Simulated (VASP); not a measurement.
# MoS2: single point with PBE

MoS2, a slab with vacuum:

```
Mo S
1.0
     3.18413    0.00000    0.00000
    -1.59206    2.75753    0.00000
     0.00000    0.00000   17.33460
Mo S
1 2
Direct
  0.00000 0.00000 0.00000
  0.33333 0.66667 0.08949
  0.33333 0.66667 0.91051
```

```yaml
Program: VASP 6.6.1
Task: single point
Functional: PBE
Potentials_or_basis: VASP PAW PBE potentials, release 64 (Mo_sv, S)
Cutoff: 520 eV
k_mesh: 12 × 12 × 2
Occupations: gaussian, width 0.05 eV
Spin: no spin polarisation
```

```yaml
Largest_force: 0.205 eV/Å
Band_gap_on_the_k_mesh: 1.60 eV, indirect (least direct gap 1.66 eV)
```

Forces in eV/Å, atoms in the order of the input:
```
Mo   0.000  0.000  0.000
S    0.000  0.000  0.205
S    0.000  0.000 -0.205
```

Levels at points of the mesh, in eV from the valence-band top:
| k point | band 10 | band 11 | band 12 | band 13 | band 14 | band 15 | band 16 | band 17 |
| --- | --- | --- | --- | --- | --- | --- | --- | --- |
| (0.00, 0.00, 0.00) | -1.78 | -1.58 | -1.58 | 0.00 | 2.73 | 2.73 | 3.00 | 3.00 |
| (0.50, 0.00, 0.00) | -3.24 | -1.89 | -1.05 | -0.66 | 2.20 | 2.72 | 3.87 | 4.32 |
| (0.00, 0.00, 0.50) | -1.78 | -1.58 | -1.58 | 0.00 | 2.73 | 2.73 | 3.00 | 3.00 |
| (0.50, 0.00, 0.50) | -3.24 | -1.89 | -1.05 | -0.66 | 2.20 | 2.72 | 3.87 | 4.32 |

Run time: 82 s on 1 thread of Intel(R) Xeon(R) Platinum 8559C (Emerald Rapids), with other jobs on the host, peak memory 0.3 GiB.
